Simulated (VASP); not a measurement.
LuCrB2O6, 10 atoms in the cell. It takes space group R-3 (No. 148, trigonal). Conventional cell: a = 4.773 Å, b = 4.773 Å, c = 15.458 Å, α = 90.00°, β = 90.00°, γ = 120.00°. Lu (site symmetry -3) has 12 O at 2.26 to 3.30 Å and 6 B at 3.10 Å within 3.3 Å. Cr (site symmetry -3) has 6 O at 2.02 Å within 2.7 Å. B (site symmetry 3) has 3 O at 1.39 Å within 1.9 Å. O (site symmetry 1) has 1 B at 1.39 Å within 1.9 Å. 

```yaml
Program: VASP 6.6.1
Task: single point
Functional: PBE
Potentials_or_basis: VASP PAW PBE potentials, release 64 (Lu, Cr_sv, B, O)
Cutoff: 700 eV
k_mesh: 6 × 6 × 6
Occupations: gaussian, width 0.05 eV
Spin: no spin polarisation
Dipole_correction: no
Further_INCAR_settings: ALGO = Normal; EDIFF = 1e-06; NBANDS = 52
```

Potentials or basis: VASP PAW PBE potentials, release 64 (Lu, Cr_sv, B, O).

Launch:

```bash
$ cat potpaw_PBE.64/Lu/POTCAR potpaw_PBE.64/Cr_sv/POTCAR potpaw_PBE.64/B/POTCAR potpaw_PBE.64/O/POTCAR > POTCAR
$ mpirun -np 1 vasp_std > vasp.out
```

Hardware: 1 thread of Intel(R) Xeon(R) 6975P-C (Granite Rapids), on a shared host.

**Question.** How long does it take, and how much memory?

**Answer.** Run time: 6.6 min on 1 thread of Intel(R) Xeon(R) 6975P-C (Granite Rapids), with other jobs on the host, peak memory 0.57 GiB. Counts: scf iterations 18, k points 40.
